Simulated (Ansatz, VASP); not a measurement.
Given: the input of a run of VASP 6.6.1 on Sb.

Contents of POSCAR:

```
Sb
1.0
    3.1600000000      0.0000000000      0.0000000000
    0.0000000000      3.1600000000      0.0000000000
    0.0000000000      0.0000000000      3.1600000000
Sb
1
Direct
    0.0000000000      0.0000000000      0.0000000000
```

File INCAR.step1:

```
PREC = Accurate
ENCUT = 520
EDIFF = 1E-5
ISMEAR = -1
SIGMA = 0.05
LREAL = False
LASPH = True
NELM = 100
ALGO = Normal
ISIF = 2
LWAVE = True
LCHARG = False
NBANDS = 8
GGA = PE
```

Contents of INCAR.step2:

```
PREC = Accurate
ENCUT = 520
EDIFF = 1E-6
ISMEAR = -1
SIGMA = 0.05
LREAL = False
LASPH = True
NELM = 100
ALGO = Normal
ISIF = 2
LWAVE = False
LCHARG = False
GGA = PE
LHFCALC = True
AEXX = 0.25
PRECFOCK = Normal
NBANDS = 8
ISTART = 1
```

File KPOINTS:

```
regular mesh
0
Gamma
  6 6 6
```

Potentials or basis: VASP PAW PBE potentials, release 64 (Sb).

The run is started by

```sh
$ cat potpaw_PBE.64/Sb/POTCAR > POTCAR
$ cp INCAR.step1 INCAR
$ mpirun -np 1 vasp_std > vasp.out
$ cp INCAR.step2 INCAR
$ mpirun -np 1 vasp_std > vasp.out
```

Problem. Set up the same calculation for Ansatz 0.2.0. Potentials there: Ansatz PAW.

Solution. As run (the cutoff follows the program's own potentials):

The input input:

```
crystal:
  lattice:
    - [3.16, 0.0, 0.0]
    - [0.0, 3.16, 0.0]
    - [0.0, 0.0, 3.16]
  atoms:
    - { symbol: Sb, position: [0.0, 0.0, 0.0] }
hamiltonian:
  xc: pbe0
  pseudopotentials: { kind: paw }
kpoints:
  mp_grid: { grid: [6, 6, 6] }
scf:
  occupations: { method: fermi_dirac, width: 0.05 }
output:
  forces: true
  stress: true
  eigenvalues: true
```

Both were run:

|  | VASP | Ansatz | Ansatz less VASP |
| --- | --- | --- | --- |
| gap on the k mesh at the Fermi level (eV) | none | none | - |
| pressure (GPa) | -4.2 | -3.2 | +0.98 |

A gap of «none» marks a metal or a gap that the smearing closes. VASP's potentials hold 5 valence electrons a cell and Ansatz's 15, so a difference there can come from the potentials and not from the codes.

Spin-orbit coupling is off throughout.
